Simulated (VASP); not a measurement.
Nb: relaxation of cell and atoms with revPBE

Crystal: Nb.

```
CELL_PARAMETERS angstrom
-1.66395 1.66395 1.66395
1.66395 -1.66395 1.66395
1.66395 1.66395 -1.66395
ATOMIC_POSITIONS crystal
Nb 0.00000 0.00000 0.00000
```

```
Program                : VASP 6.6.1
Task                   : relaxation of cell and atoms
Functional             : revPBE
Potentials or basis    : VASP PAW PBE potentials, release 64 (Nb_sv)
Cutoff                 : 500 eV
k mesh                 : 11 × 11 × 11
Occupations            : fermi-dirac, width 0.05 eV
Spin                   : no spin polarisation
Dipole correction      : no
Further INCAR settings : ALGO = Normal; EDIFF = 1e-07; IBRION = 2; EDIFFG = -0.005; NSW = 80; ISIF = 3
```

The relaxed volume is 18.39 Å³/atom, the relaxed cell is a = 2.880 Å, b = 2.880 Å, c = 2.880 Å, α = 109.47°, β = 109.47°, γ = 109.47° and the space group after relaxing (to 0.1 Å) is Im-3m (No. 229). The energy gained by relaxing is 0.0 meV/atom, the ionic steps are 3 and the pressure after relaxing is 0.0 GPa. The band gap on the k mesh is zero (an odd number of electrons rules out a gap without spin polarisation).

Final structure:
```cif
data_structure
_symmetry_space_group_name_H-M 'P 1'
_symmetry_Int_Tables_number 1
_cell_length_a 2.8800
_cell_length_b 2.8800
_cell_length_c 2.8800
_cell_angle_alpha 109.471
_cell_angle_beta 109.471
_cell_angle_gamma 109.471
_cell_volume 18.39
loop_
_atom_site_label
_atom_site_type_symbol
_atom_site_fract_x
_atom_site_fract_y
_atom_site_fract_z
_atom_site_occupancy
Nb1 Nb 0.00000 0.00000 0.00000 1
```

Levels at points of the mesh, in eV from the Fermi level:
```
           k point  band 3  band 4  band 5  band 6  band 7  band 8  band 9  band 10
(0.00, 0.00, 0.00)  -29.73  -29.73   -5.86    0.41    0.41    0.41    3.25     3.25
```

It took 24 s on 1 thread of Intel Xeon 8259CL (shared host), peak memory 0.15 GiB.

Caveat: the PAW data sets were made with another functional, which shifts forces and pressure a little.
